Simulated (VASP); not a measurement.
# KBr (Fm-3m) in VASP: notebook, part 2 of 2

VASP 6.6.1. The steps go on from the part before.

## 3. Single point, BLYP

This run uses another cell than the first one, of 37.37 Å³/atom, 1.020 times its volume.

INCAR reads:

```
SYSTEM = KBr
PREC = Accurate ; ENCUT = 520
EDIFF = 1E-7 ; ISMEAR = -1
SIGMA = 0.05 ; LREAL = .False.
LASPH = .True. ; NELM = 100
ALGO = Normal ; ISIF = 2
LWAVE = .False. ; LCHARG = .False.
GGA = B5 ; ALDAX = 1.0
AGGAX = 1.0 ; AGGAC = 1.0
ALDAC = 0.0 ; NBANDS = 15
```

KPOINTS reads:

```
regular mesh
0
Gamma
  7 7 7
  0 0 0
```

POSCAR reads:

```
KBr
1.0
    0.0000000000      3.3434260326      3.3434260326
    3.3434260326      0.0000000000      3.3434260326
    3.3434260326      3.3434260326      0.0000000000
Br K
1 1
Direct
    0.5000000000      0.5000000000      0.5000000000
    0.0000000000      0.0000000000      0.0000000000
```

Potentials or basis: VASP PAW PBE potentials, release 64 (Br, K_sv).

On the command line:

```sh
$ cat potpaw_PBE.64/Br/POTCAR potpaw_PBE.64/K_sv/POTCAR > POTCAR
$ mpirun -np 1 vasp_std > vasp.out
```

It took 24 s on 1 thread of Intel Xeon Platinum 8488C (Sapphire Rapids), shared host; peak memory 0.2 GiB.

It converged, with:

* Free energy: -5.8221 eV
* Pressure: 0.8 GPa
* Band gap on the k mesh: 4.34 eV, direct

Levels at points of the mesh, in eV from the valence-band top:
```csv
k point,band 6,band 7,band 8,band 9,band 10,band 11
"(0.00, 0.00, 0.00)",0.00,0.00,0.00,4.34,7.52,7.52
```

Caveat: the PAW data sets were made with another functional, which shifts forces and pressure a little. A k mesh can miss the band edges.

## 4. Single point, BLYP

This run uses another cell than the first one, of 35.94 Å³/atom, 0.980 times its volume.

INCAR reads:

```
PREC = Accurate
ENCUT = 520
EDIFF = 1E-6
ISMEAR = -1
SIGMA = 0.05
LREAL = False
LASPH = True
NELM = 100
ALGO = Normal
ISIF = 2
LWAVE = False
LCHARG = True
GGA = B5
ALDAX = 1.0
AGGAX = 1.0
AGGAC = 1.0
ALDAC = 0.0
LELF = True
LVHAR = True
NBANDS = 15
```

KPOINTS reads:

```
regular mesh
0
Gamma
  7 7 7
```

POSCAR reads:

```
KBr
1.0
    0.0000000000      3.3000000000      3.3000000000
    3.3000000000      0.0000000000      3.3000000000
    3.3000000000      3.3000000000      0.0000000000
Br K
1 1
Direct
    0.5000000000      0.5000000000      0.5000000000
    0.0000000000      0.0000000000      0.0000000000
```

Potentials or basis: VASP PAW PBE potentials, release 64 (Br, K_sv).

On the command line:

```sh
$ cat potpaw_PBE.64/Br/POTCAR potpaw_PBE.64/K_sv/POTCAR > POTCAR
$ mpirun -np 1 vasp_std > vasp.out
```

OUTCAR:

```text
PREC = Accurate
   ENCUT = 520
   EDIFF = 1E-6
   ISMEAR = -1
   LREAL = False
   LASPH = True
   NELM = 100
   ISIF = 2
   GGA = B5

 ion  position               nearest neighbor table
   1  0.500  0.500  0.500-   2 3.30   2 3.30   2 3.30   2 3.30   2 3.30   2 3.30
   2  0.000  0.000  0.000-   1 3.30   1 3.30   1 3.30   1 3.30   1 3.30   1 3.30

  LATTYP: Found a face centered cubic cell.
 ALAT       =     6.6000000000

  Lattice vectors:

[... 538 lines left out ...]

------------------------ aborting loop because EDIFF is reached ----------------------------------------

  FORCE on cell =-STRESS in cart. coord.  units (eV):
  Direction    XX          YY          ZZ          XY          YZ          ZX
  --------------------------------------------------------------------------------------
  -------------------------------------------------------------------------------------
  Total        0.6837396      0.6837396      0.6837396      0.0000000      0.0000000      0.0000000
  in kB       15.2415638     15.2415638     15.2415638      0.0000000      0.0000000      0.0000000
  external PRESSURE =      15.2415638 kB  Pullay stress =       0.0000000 kB

 VOLUME and BASIS-vectors are now :
 -----------------------------------------------------------------------------
  energy-cutoff  :      520.00
  volume of cell :       71.87
      direct lattice vectors                 reciprocal lattice vectors
     0.000000000  3.300000000  3.300000000    -0.151515152  0.151515152  0.151515152
     3.300000000  0.000000000  3.300000000     0.151515152 -0.151515152  0.151515152
     3.300000000  3.300000000  0.000000000     0.151515152  0.151515152 -0.151515152

 POSITION                                       TOTAL-FORCE (eV/Angst)
 -----------------------------------------------------------------------------------
      3.30000      3.30000      3.30000        -0.000000     -0.000000     -0.000000
      0.00000      0.00000      0.00000         0.000000      0.000000      0.000000
 -----------------------------------------------------------------------------------
    total drift:                                0.000000      0.000000      0.000000

  FREE ENERGIE OF THE ION-ELECTRON SYSTEM (eV)
  ---------------------------------------------------
  free  energy   TOTEN  =        -5.8007637259 eV

  energy  without entropy=       -5.8007637258  energy(sigma->0) =       -5.80076373
```

stdout:

```text
POSCAR found type information on POSCAR BrK
 POSCAR found :  2 types and       2 ions
 scaLAPACK will be used
 -----------------------------------------------------------------------------
|                                                                             |
|                                                                             |
|     You enforced a specific xc type in the INCAR file but a different       |
|     I HOPE YOU KNOW WHAT YOU ARE DOING!                                     |
|                                                                             |
 -----------------------------------------------------------------------------

 LDA part: xc-table for (Slater(with rela. corr.)+VWN5), standard interpolation
 POSCAR, INCAR and KPOINTS ok, starting setup
 FFT: planning ... GRIDC
 FFT: planning ... GRID_SOFT
 FFT: planning ... GRID
 WAVECAR not read
 entering main loop
```

Run time: 16 s. Hardware: 1 thread of Intel Xeon 6975P-C (Granite Rapids), shared host; peak memory 0.21 GiB.

Results:

```yaml
Free_energy: -5.8008 eV
Pressure: 1.5 GPa
Band_gap_on_the_k_mesh: 4.45 eV, direct
```

Levels at points of the mesh, in eV from the valence-band top:
| k point | band 4 | band 5 | band 6 | band 7 | band 8 | band 9 | band 10 | band 11 | band 12 | band 13 |
| --- | --- | --- | --- | --- | --- | --- | --- | --- | --- | --- |
| (0.00, 0.00, 0.00) | -11.35 | -11.35 | 0.00 | 0.00 | 0.00 | 4.45 | 7.53 | 7.53 | 7.53 | 8.34 |

Caveat: the PAW data sets were made with another functional, which shifts forces and pressure a little.

## 5. Overview

| cell | gap on the mesh (eV) | pressure (GPa) |
| --- | --- | --- |
| a = 4.698 Å, angles 60.0°, 2 atoms | 4.39 | 1.2 |
| a = 4.728 Å, angles 60.0°, 2 atoms | 4.34 | 0.8 |
| a = 4.667 Å, angles 60.0°, 2 atoms | 4.45 | 1.5 |

Alike in all rows: task single point; level BLYP; potentials or basis VASP PAW PBE potentials, release 64 (Br, K_sv); no spin polarisation; k mesh 7 × 7 × 7; cutoff (eV) 520; smearing fermi-dirac 0.05 eV.

Caveats: the PAW data sets were made with another functional, which shifts forces and pressure a little.

Absolute energies hang on the potentials; compare differences alone.
